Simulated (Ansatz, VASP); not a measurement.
One calculation of CsH, two programs

```xyz
2
Lattice="0.0000 3.1880 2.9330 3.1880 0.0000 2.9330 3.1880 3.1880 0.0000" Properties=species:S:1:pos:R:3 pbc="T T T"
Cs    0.0000    0.0000    0.0000
H     3.1880    3.1880    2.9330
```

Change from the starting cell: strain +0.000 along x and y, -0.080 along z, atoms carried along.

Alike in both runs: task single point; functional r2SCAN; k mesh 6 × 6 × 6; occupations gaussian, width 0.05 eV; no spin polarisation.

```csv
,VASP,Ansatz
version,VASP 6.6.1,Ansatz 0.2.0
potentials or method,"VASP PAW PBE potentials, release 64 (Cs_sv, H), cutoff 520 eV","scalar-relativistic, plane waves, PAW"
valence electrons in the cell,10,10
```

Ansatz gave:

| Quantity | Value |
| --- | --- |
| gap on the k mesh at the Fermi level (eV) | 2.53 |
| least direct gap on the mesh (eV) | 2.53 |
| pressure (GPa) | 1.2 |
| traceless stress, the component that is largest in VASP (GPa) | 1.99 |

Estimate VASP's values.

gap on the k mesh at the Fermi level (eV): 2.50; least direct gap on the mesh (eV): 2.50; pressure (GPa): 1.2; traceless stress, the component that is largest in VASP (GPa): 2.03.

VASP's potentials were made for PBE, not for r2SCAN. The functional is the same, so the differences come from potentials, cutoffs and numerics.

Spin-orbit coupling is off throughout.
